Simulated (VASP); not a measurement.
A run of VASP 6.6.1 is set up as follows.

INCAR

```
SYSTEM = MgGe2
ALGO = Normal
EDIFF = 1E-6
ENCUT = 600
GGA = PE
GGA_COMPAT = .FALSE.
ISIF = 2
ISMEAR = 0
LASPH = .TRUE.
LCHARG = .FALSE.
LREAL = .FALSE.
LWAVE = .FALSE.
NBANDS = 39
NELM = 120
PREC = Accurate
SIGMA = 0.1
```

The input KPOINTS:

```
k-points
0
G
  4 4 4
  0 0 0
```

POSCAR

```
MgGe2
1.0
    0.0000000000      3.6708776400      3.6708776400
    3.6708776400      0.0000000000      3.6708776400
    3.6708776400      3.6708776400      0.0000000000
Mg Ge
2 4
Direct
    0.5000000000      0.5000000000      0.5000000000
    0.7500000000      0.7500000000      0.7500000000
    0.1250000000      0.1250000000      0.1250000000
    0.6250000000      0.1250000000      0.1250000000
    0.1250000000      0.1250000000      0.6250000000
    0.1250000000      0.6250000000      0.1250000000
```

Potentials or basis: VASP PAW PBE potentials, release 64 (Mg, Ge_d).

Command:

```console
$ cat potpaw_PBE.64/Mg/POTCAR potpaw_PBE.64/Ge_d/POTCAR > POTCAR
$ mpirun -np 1 vasp_std > vasp.out
```

Task: Predict the pressure.

Result: 19.4 GPa.

Task: What does it give for the band gap on the k mesh?

Result: Zero (band 30 reaches 7.95 eV, above the bottom of band 31 at 5.28 eV).

Caveat: the k points lie up to 0.37 Å⁻¹ apart.
